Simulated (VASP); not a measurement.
Here is a VASP 6.6.1 calculation.

INCAR

```
SYSTEM = Zn
  PREC = Accurate
  ENCUT = 520
  EDIFF = 1E-7
  ISMEAR = -1
  SIGMA = 0.05
  LREAL = .FALSE.
  LASPH = .TRUE.
  NELM = 80
  ALGO = Normal
  ISIF = 2
  LWAVE = .FALSE.
  LCHARG = .FALSE.
  NBANDS = 19
```

File KPOINTS:

```
regular mesh
0
G
  7 7 4
  0 0 0
```

Contents of POSCAR:

```
Zn
1.0
    2.4917624961      0.0000000000      0.0000000000
   -1.2458812480      2.1579296218      0.0000000000
    0.0000000000      0.0000000000      4.3508497911
Zn
2
Direct
    0.3333333333      0.6666666667      0.2500000000
    0.6666666667      0.3333333333      0.7500000000
```

Potentials or basis: VASP PAW LDA potentials, release 64 (Zn).

Launch:

```console
$ cat potpaw_LDA.64/Zn/POTCAR > POTCAR
$ mpirun -np 1 vasp_std > vasp.out
```

**Question.** Predict the band gap on the k mesh.

**Answer.** Zero (band 12 reaches 6.27 eV, above the bottom of band 13 at 3.10 eV).

**Question.** Predict the pressure.

**Answer.** 21.5 GPa.

Stress tensor (GPa, compression positive):
```
21.56  0.00  0.00
 0.00 21.56  0.00
 0.00  0.00 21.25
```

Caveat: the k points lie up to 0.42 Å⁻¹ apart.
